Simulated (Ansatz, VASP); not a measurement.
**Bi2Te3 in VASP and in Ansatz**

```xyz
5
Lattice="2.1272 1.2281 10.1657 -2.1272 1.2281 10.1657 0.0000 -2.4563 10.1657" Properties=species:S:1:pos:R:3 pbc="T T T"
Bi    0.0000    0.0000   12.1988
Bi    0.0000    0.0000   18.2982
Te    0.0000    0.0000    0.0000
Te    0.0000    0.0000    6.3891
Te    0.0000    0.0000   24.1079
```

Change from the starting cell: equal xx and yy strain of -3 %, crystal datasets.

Alike in both runs: task electric field gradients; functional PBE; k mesh 7 × 7 × 7; occupations fermi-dirac, width 0.08 eV; no spin polarisation.

|  | VASP | Ansatz |
| --- | --- | --- |
| version | VASP 6.6.1 | Ansatz 0.2.0 |
| potentials or method | VASP PAW PBE potentials, release 64 (Bi_d, Te), cutoff 520 eV | all-electron PAW with datasets made for the crystal, scalar-relativistic |

```csv
,VASP,Ansatz,Ansatz less VASP
pressure (GPa),5.6,5.7,+0.03
"traceless stress, the component that is largest in VASP (GPa)",-0.64,-0.64,-0.004
rms of the force components (eV/Å),0.128,0.122,-0.0066
size of Vzz on the site where it differs most (V/Å²),121.0,126.5,+5.45
```

Atom by atom the forces differ by 0.007 eV/Å (rms over components). Ansatz ran all-electron here, and VASP with PAW potentials.

Spin-orbit coupling is off throughout.
